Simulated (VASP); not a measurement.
# Ca7F16 (a cell with a defect) in VASP: single point with PBEsol

Aim: the single point of Ca7F16 (a cell with a defect) with PBEsol.

Everything below comes from runs of VASP 6.6.1. Logs are shortened: lines on timing, memory, paths and dates and some standing lists are left out, and cuts for length are marked.

**1. The cell of the first run**

The cell holds a defect, 23 atoms: a = 7.501 Å, b = 7.501 Å, c = 7.501 Å, α = 60.00°, β = 60.00°, γ = 60.00°.

**2. Single point, PBEsol, collinear spin**

The input, INCAR:

```
SYSTEM = Ca7F16
PREC = Accurate
ENCUT = 520
EDIFF = 1E-6
ISMEAR = 0
SIGMA = 0.05
LREAL = .False.
LASPH = .True.
NELM = 200
ALGO = Normal
ISIF = 2
LWAVE = .False.
LCHARG = .False.
ISPIN = 2
MAGMOM = 0 0 0 1 0 0 0 0 0 0 0 0 0 0 0 0 0 0 0 0 0 0 0
LORBIT = 11
GGA = PS
NELECT = 183.0
NBANDS = 112
GGA_COMPAT = .False.
```

The input, KPOINTS:

```
regular mesh
0
Gamma
  2 2 2
  0 0 0
```

The input, POSCAR:

```
Ca7F16
1.0
    0.0000000000      5.3043000000      5.3043000000
    5.3043000000      0.0000000000      5.3043000000
    5.3043000000      5.3043000000      0.0000000000
Ca F
7 16
Direct
   -0.0011784211     -0.0000561078     -0.0001871525
   -0.0012118662      0.0001476968      0.4997018671
   -0.0011546212      0.5000476978      0.4998933214
    0.4989162096      0.0000116009     -0.0002276863
    0.4987385991      0.0000991682      0.4997204719
    0.4989131657      0.5000499921     -0.0001918272
    0.4986899342      0.5000756974      0.4998734619
    0.1309553966      0.1038470981      0.1316846423
    0.3757572431      0.3693537257      0.3766093195
    0.1296696577      0.1231906776      0.6228754530
    0.3953085423      0.3679167222      0.8678651005
    0.1308897532      0.6322461992      0.1319911076
    0.3754637766      0.8770274177      0.3768487552
    0.1307985724      0.6318414876      0.6041202764
    0.3759763301      0.8768711793      0.8688819968
    0.6220339654      0.1227609085      0.1307721667
    0.8668200235      0.3679549458      0.3959834056
    0.6217375549      0.1233080505      0.6228398506
    0.8666061953      0.3679097365      0.8678234392
    0.6027144424      0.6321645521      0.1319173599
    0.8680975522      0.8769853531      0.3769852164
    0.6219398655      0.6309622786      0.6226517677
    0.8668225286      0.8962564221      0.8675816863
```

Potentials or basis: VASP PAW PBE potentials, release 64 (Ca_sv, F).

The run is started by

```bash
$ cat potpaw_PBE.64/Ca_sv/POTCAR potpaw_PBE.64/F/POTCAR > POTCAR
$ mpirun -np 1 vasp_std > vasp.out
```

OUTCAR:

```text
SYSTEM = Ca7F16
   PREC = Accurate
   ENCUT = 520
   EDIFF = 1E-6
   ISMEAR = 0
   LREAL = .False.
   LASPH = .True.
   NELM = 200
   ISIF = 2
   ISPIN = 2
   LORBIT = 11
   GGA = PS
   NELECT = 183.0

 ion  position               nearest neighbor table
   1  0.999  1.000  1.000-  12 2.26   8 2.26  23 2.26  19 2.26  16 2.31  10 2.31  15 2.31  21 2.31

   2  0.999  0.000  0.500-  17 2.26  23 2.26   8 2.26  14 2.26  21 2.31  13 2.31  18 2.31  10 2.31

   3  0.999  0.500  0.500-  12 2.26  19 2.26  14 2.26  17 2.26  10 2.31  22 2.31   9 2.31  21 2.31
[... 11 lines left out ...]
  10  0.130  0.123  0.623-   5 2.26   3 2.31   1 2.31   2 2.31
  11  0.395  0.368  0.868-   6 2.26   4 2.26   7 2.26
  12  0.131  0.632  0.132-   1 2.26   3 2.26   6 2.26
  13  0.375  0.877  0.377-   5 2.26   2 2.31   7 2.31   4 2.31
  14  0.131  0.632  0.604-   7 2.26   3 2.26   2 2.26
  15  0.376  0.877  0.869-   5 2.26   6 2.31   4 2.31   1 2.31
  16  0.622  0.123  0.131-   5 2.26   1 2.31   4 2.31   6 2.31
  17  0.867  0.368  0.396-   2 2.26   3 2.26   7 2.26
  18  0.622  0.123  0.623-   5 2.26   7 2.31   4 2.31   2 2.31
  19  0.867  0.368  0.868-   6 2.26   3 2.26   1 2.26
  20  0.603  0.632  0.132-   4 2.26   7 2.26   6 2.26
  21  0.868  0.877  0.377-   5 2.26   2 2.31   3 2.31   1 2.31
  22  0.622  0.631  0.623-   5 2.26   3 2.31   7 2.31   6 2.31
  23  0.867  0.896  0.868-   2 2.26   4 2.26   1 2.26

  LATTYP: Found a face centered cubic cell.
 ALAT       =    10.6086000000

  Lattice vectors:

 A1 = (   0.0000000000,   5.3043000000,   5.3043000000)
 A2 = (   5.3043000000,   0.0000000000,   5.3043000000)
 A3 = (   5.3043000000,   5.3043000000,   0.0000000000)

Analysis of symmetry for initial positions (statically):
=====================================================================
 Subroutine PRICEL returns:
 Original cell was already a primitive cell.

 Routine SETGRP: Setting up the symmetry group for a
 face centered cubic supercell.

 Subroutine GETGRP returns: Found  1 space group operations
 (whereof  1 operations were pure point group operations)
 out of a pool of 48 trial point group operations.

The static configuration has the point symmetry C_1 .

Analysis of symmetry for dynamics (positions and initial velocities):
=====================================================================
 Subroutine PRICEL returns:
 Original cell was already a primitive cell.

 Routine SETGRP: Setting up the symmetry group for a
 face centered cubic supercell.

 Subroutine GETGRP returns: Found  1 space group operations
 (whereof  1 operations were pure point group operations)
 out of a pool of 48 trial point group operations.

The dynamic configuration has the point symmetry C_1 .

Analysis of structural, dynamic, and magnetic symmetry:
[... 181 lines left out ...]
  free energy    TOTEN  =      -127.86570139 eV

  energy without entropy =     -127.85077805  energy(sigma->0) =     -127.85823972

 E-fermi :  -1.2347     XC(G=0): -10.0003

 val. band max:       -1.2843232319   @ k =   0.0000   0.0000   0.0000
 cond. band min:      -1.2001524064   @ k =   0.5000   0.0000   0.5000
 fundamental gap:      0.0841708255
 Fermi energy:        -1.2347062154

 spin component 1

 k-point     1 :       0.0000    0.0000    0.0000
  band No.  band energies     occupation
      1     -36.8550      1.00000
      2     -36.7170      1.00000
      3     -36.6816      1.00000
      4     -36.6811      1.00000
      5     -36.6810      1.00000
      6     -36.6615      1.00000
[... 837 lines left out ...]
    102       8.4488      0.00000
    103       8.4623      0.00000
 Fermi energy:        -1.2347062154

 spin component 2

 k-point     1 :       0.0000    0.0000    0.0000
  band No.  band energies     occupation
      1     -36.8550      1.00000
      2     -36.7170      1.00000
      3     -36.6816      1.00000
      4     -36.6811      1.00000
      5     -36.6810      1.00000
      6     -36.6615      1.00000
[... 837 lines left out ...]
    102       8.4488      0.00000
    103       8.4623      0.00000
 [bands above 103 left out]

------------------------ aborting loop because EDIFF is reached ----------------------------------------

  FORCE on cell =-STRESS in cart. coord.  units (eV):
  Direction    XX          YY          ZZ          XY          YZ          ZX
  --------------------------------------------------------------------------------------
  -------------------------------------------------------------------------------------
  Total       19.5473549     19.5463472     19.5466393     -0.0011413      0.0016545      0.0031314
  in kB      104.9262976    104.9208885    104.9224564     -0.0061261      0.0088812      0.0168085
  external PRESSURE =     104.9232141 kB  Pullay stress =       0.0000000 kB

 VOLUME and BASIS-vectors are now :
 -----------------------------------------------------------------------------
  energy-cutoff  :      520.00
  volume of cell :      298.48
      direct lattice vectors                 reciprocal lattice vectors
     0.000000000  5.304300000  5.304300000    -0.094263145  0.094263145  0.094263145
     5.304300000  0.000000000  5.304300000     0.094263145 -0.094263145  0.094263145
     5.304300000  5.304300000  0.000000000     0.094263145  0.094263145 -0.094263145

 POSITION                                       TOTAL-FORCE (eV/Angst)
 -----------------------------------------------------------------------------------
     10.60731     10.60136     10.60205         0.000690      0.002248      0.004077
      2.65135      7.94844      5.29866         0.000538      0.003623     -0.002577
      5.30399      7.94976      7.95058         0.001118     -0.002355     -0.001362
      5.30315      7.94949      2.64646         0.000160     -0.002253     -0.001674
      2.65119      5.29613      2.64599         0.001958      0.007994      0.002768
      7.95570      7.94967      5.29880         0.001320     -0.000262      0.000308
[... 15 lines left out ...]
      6.64954      6.60169      6.64577         0.021400     -0.018752      0.018432
      9.35593      9.19980      9.35190        -0.014357      0.016050     -0.015222
 -----------------------------------------------------------------------------------
    total drift:                               -0.000097     -0.000147     -0.000114

  FREE ENERGIE OF THE ION-ELECTRON SYSTEM (eV)
  ---------------------------------------------------
  free  energy   TOTEN  =      -127.8657013932 eV

  energy  without entropy=     -127.8507780493  energy(sigma->0) =     -127.85823972

 total charge

# of ion       s       p       d       tot
------------------------------------------
    1        2.031   5.888   0.282   8.201
    2        2.031   5.888   0.282   8.201
    3        2.031   5.888   0.282   8.201
    4        2.031   5.888   0.282   8.201
    5        2.034   5.895   0.301   8.230
    6        2.031   5.888   0.282   8.201
[... 15 lines left out ...]
   22        1.735   4.392   0.000   6.126
   23        1.736   4.356   0.000   6.092
--------------------------------------------------
tot         41.988 111.200   1.995 155.184

 magnetization (x)

# of ion       s       p       d       tot
------------------------------------------
    1       -0.000   0.000  -0.000  -0.000
    2       -0.000   0.000  -0.000  -0.000
    3       -0.000   0.000  -0.000  -0.000
    4       -0.000   0.000  -0.000  -0.000
    5       -0.000  -0.000  -0.000  -0.000
    6       -0.000   0.000  -0.000  -0.000
[... 15 lines left out ...]
   22        0.000   0.000   0.000   0.000
   23       -0.000  -0.001   0.000  -0.001
--------------------------------------------------
tot          0.000   0.004  -0.000   0.004
```

OSZICAR:

```text
N       E                     dE             d eps       ncg     rms          rms(c)
DAV:   1     0.219292672537E+04    0.21929E+04   -0.99865E+04  3584   0.168E+03
DAV:   2     0.618759315062E+02   -0.21311E+04   -0.20820E+04  4328   0.497E+02
[... 18 lines left out ...]
DAV:  21    -0.127865668436E+03    0.96198E-04   -0.21684E-04  3944   0.501E-02    0.295E-02
DAV:  22    -0.127865650175E+03    0.18262E-04   -0.22459E-04  4032   0.488E-02    0.176E-02
DAV:  23    -0.127865695286E+03   -0.45111E-04   -0.26305E-05  3872   0.230E-02    0.112E-02
DAV:  24    -0.127865698774E+03   -0.34884E-05   -0.15163E-05  3792   0.111E-02    0.770E-03
DAV:  25    -0.127865700840E+03   -0.20660E-05   -0.77170E-06  3216   0.684E-03    0.725E-03
DAV:  26    -0.127865701393E+03   -0.55289E-06   -0.72378E-07  2448   0.294E-03
   1 F= -.12786570E+03 E0= -.12785824E+03  d E =-.149233E-01  mag=    -0.0003
```

Run time: 17 min. Hardware: 1 thread of Intel Xeon 6975P-C (Granite Rapids), shared host; peak memory 0.76 GiB.

Results:

```
Free energy                                           : -127.8657 eV
Largest force                                         : 0.039 eV/Å
Net moment                                            : 0.00 μB per cell
Valence electrons inside the program's atomic spheres : Ca 8.20, 8.23 (each value once); F 6.09, 6.13 (each value once)
```

Forces on the atoms (eV/Å):
```
Ca   0.001  0.002  0.004
Ca   0.001  0.004 -0.003
Ca   0.001 -0.002 -0.001
Ca   0.000 -0.002 -0.002
Ca   0.002  0.008  0.003
Ca   0.001  0.000  0.000
Ca   0.000  0.005  0.004
F    0.016 -0.015  0.016
F   -0.021  0.023 -0.022
F   -0.021  0.020  0.018
F    0.014 -0.020 -0.018
F   -0.019 -0.015 -0.017
F    0.018  0.022  0.024
F    0.016  0.011 -0.012
F   -0.017 -0.022  0.018
F    0.024  0.017 -0.017
F   -0.013 -0.017  0.016
F   -0.023 -0.020 -0.023
F    0.014  0.017  0.017
F   -0.016  0.016  0.013
F    0.017 -0.027 -0.022
F    0.021 -0.019  0.018
F   -0.014  0.016 -0.015
```

Caveat: the k points lie up to 0.51 Å⁻¹ apart; the cell carries a net charge on a neutralising background, which shifts energy and pressure; the cell is charged against a uniform background, so pressure and absolute levels hang on convention; the PAW data sets were made with another functional, which shifts forces and pressure a little.
